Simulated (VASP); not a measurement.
Input of a VASP 6.6.1 run:

The input INCAR:

```
  PREC = Accurate
  ENCUT = 500
  EDIFF = 1E-6
  ISMEAR = -1
  SIGMA = 0.1
  LREAL = False
  LASPH = True
  NELM = 120
  ALGO = Normal
  ISIF = 2
  LWAVE = False
  LCHARG = True
  GGA = PE
  LELF = True
  LVHAR = True
  NBANDS = 26
  GGA_COMPAT = False
```

File KPOINTS:

```
Automatic mesh
0
Gamma
  9 9 12
```

POSCAR

```
Ta
1.0
    4.3209731425      0.0000000000      0.0000000000
   -2.1604865713      3.7420725105      0.0000000000
    0.0000000000      0.0000000000      2.4595109416
Ta
3
Direct
    0.0000000000      0.0000000000      0.0000000000
    0.3333333333      0.6666666667      0.5000000000
    0.6666666667      0.3333333333      0.5000000000
```

Potentials or basis: VASP PAW PBE potentials, release 64 (Ta_sv_GW).

Launch:

```bash
$ cat potpaw_PBE.64/Ta_sv_GW/POTCAR > POTCAR
$ mpirun -np 1 vasp_std > vasp.out
```

Predict the pressure.

118.7 GPa.

Stress tensor (GPa, compression positive):
```
118.64   0.00   0.00
  0.00 118.64   0.00
  0.00   0.00 118.75
```
